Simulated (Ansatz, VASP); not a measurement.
# Ca: VASP beside Ansatz

The input INCAR:

```
SYSTEM = Ca
PREC = Accurate
ENCUT = 520
EDIFF = 1E-6
ISMEAR = 0
SIGMA = 0.15
LREAL = .False.
LASPH = .True.
NELM = 60
ALGO = Normal
ISIF = 2
LWAVE = .False.
LCHARG = .True.
GGA = PS
LELF = .True.
LVHAR = .True.
NBANDS = 11
```

KPOINTS

```
regular mesh
0
Gamma
  14 14 14
  0 0 0
```

Contents of POSCAR:

```
Ca
1.0
    0.0000000000      2.6824320000      3.0177360000
    2.6824320000      0.0000000000      3.0177360000
    2.6824320000      2.6824320000      0.0000000000
Ca
1
Direct
    0.0000000000      0.0000000000      0.0000000000
```

Input for Ansatz:

```yaml
crystal:
  lattice:
    - [0.0, 2.682432, 3.017736]
    - [2.682432, 0.0, 3.017736]
    - [2.682432, 2.682432, 0.0]
  atoms:
    - { symbol: Ca, position: [0.0, 0.0, 0.0] }
basis:
  ecutwfc: 420
kpoints:
  mp_grid: { grid: [14, 14, 14] }
hamiltonian:
  xc: pbesol
scf:
  occupations: { method: gaussian, width: 0.15 }
output:
  forces: true
  stress: true
  eigenvalues: true
```

Change from the starting cell: strain -0.040 along x and y, +0.080 along z, atoms carried along.

Alike in both runs: task single point; functional PBEsol; k mesh 14 × 14 × 14; occupations gaussian, width 0.15 eV; no spin polarisation.

```csv
,VASP,Ansatz
version,VASP 6.6.1,Ansatz 0.2.0
potentials or method,"VASP PAW PBE potentials, release 64 (Ca_sv), cutoff 520 eV","scalar-relativistic, plane waves, PAW"
valence electrons in the cell,10,10
```

```csv
,VASP,Ansatz,Ansatz less VASP
gap on the k mesh at the Fermi level (eV),none,none,-
pressure (GPa),-1.1,-1.1,+0.01
"traceless stress, the component that is largest in VASP (GPa)",-0.98,-0.98,-0.001
```

VASP's potentials were made for PBE, not for PBEsol. A gap of «none» marks a metal or a gap that the smearing closes. With one functional, cell and mesh, what is left measures potentials, basis and numerics.
